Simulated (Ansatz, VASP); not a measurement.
## ZnSe: VASP beside Ansatz

The input POSCAR:

```
ZnSe
1.0
    0.0000000000      2.7947178488      2.7947178488
    2.7947178488      0.0000000000      2.7947178488
    2.7947178488      2.7947178488      0.0000000000
Zn Se
1 1
Direct
    0.0000000000      0.0000000000      0.0000000000
    0.2500000000      0.2500000000      0.2500000000
```

File INCAR.step1:

```
ALGO     = Normal         # electronic algorithm
EDIFF    = 1E-4           # SCF threshold, eV
ENCUT    = 520            # plane-wave cutoff, eV
GGA      = PE             # functional
ISMEAR   = 0              # smearing method
LASPH    = T              # aspherical terms in the spheres
LCHARG   = F              # write CHGCAR
LREAL    = F              # projectors in reciprocal space
LWAVE    = T              # write WAVECAR
NBANDS   = 16             # bands
NELM     = 100            # most SCF steps
PREC     = Accurate       # precision mode
SIGMA    = 0.05           # smearing width, eV
```

File INCAR.step2:

```
ALGO     = Normal         # electronic algorithm
EDIFF    = 1E-7           # SCF threshold, eV
ENCUT    = 520            # plane-wave cutoff, eV
ISIF     = 2              # what is computed and relaxed
ISMEAR   = 0              # smearing method
ISTART   = 1            
LASPH    = T              # aspherical terms in the spheres
LCHARG   = T              # write CHGCAR
LELF     = T              # ELF
LMIXTAU  = T            
LREAL    = F              # projectors in reciprocal space
LVHAR    = T            
LWAVE    = F              # write WAVECAR
METAGGA  = R2SCAN         # meta-GGA
NBANDS   = 16             # bands
NELM     = 100            # most SCF steps
PREC     = Accurate       # precision mode
SIGMA    = 0.05           # smearing width, eV
```

File KPOINTS:

```
k-points
0
Gamma
  6 6 6
```

Input for Ansatz:

```yaml
crystal:
  lattice:
    - [0.0, 2.7947178488, 2.7947178488]
    - [2.7947178488, 0.0, 2.7947178488]
    - [2.7947178488, 2.7947178488, 0.0]
  atoms:
    - { symbol: Zn, position: [0.0, 0.0, 0.0] }
    - { symbol: Se, position: [0.25, 0.25, 0.25] }
basis:
  ecutwfc: 500
  ecutrho_ratio: 4
kpoints:
  mp_grid: { grid: [6, 6, 6] }
hamiltonian:
  xc: r2scan
scf:
  occupations: { method: gaussian, width: 0.05 }
output:
  forces: true
  stress: true
  eigenvalues: true
```

Alike in both runs: task single point; functional r2SCAN; k mesh 6 × 6 × 6; occupations gaussian, width 0.05 eV; no spin polarisation.

|  | VASP | Ansatz |
| --- | --- | --- |
| version | VASP 6.6.1 | Ansatz 0.2.0 |
| potentials or method | VASP PAW PBE potentials, release 64 (Zn, Se), cutoff 520 eV | scalar-relativistic, plane waves, PAW |
| valence electrons in the cell | 18 | 28 |

```tsv
	VASP	Ansatz	Ansatz less VASP
gap on the k mesh at the Fermi level (eV)	2.05	2.04	-0.007
least direct gap on the mesh (eV)	2.05	2.04	-0.007
pressure (GPa)	3.0	2.9	-0.12
```

VASP's potentials were made for PBE, not for r2SCAN. VASP's potentials hold 18 valence electrons a cell and Ansatz's 28, so a difference there can come from the potentials and not from the codes.
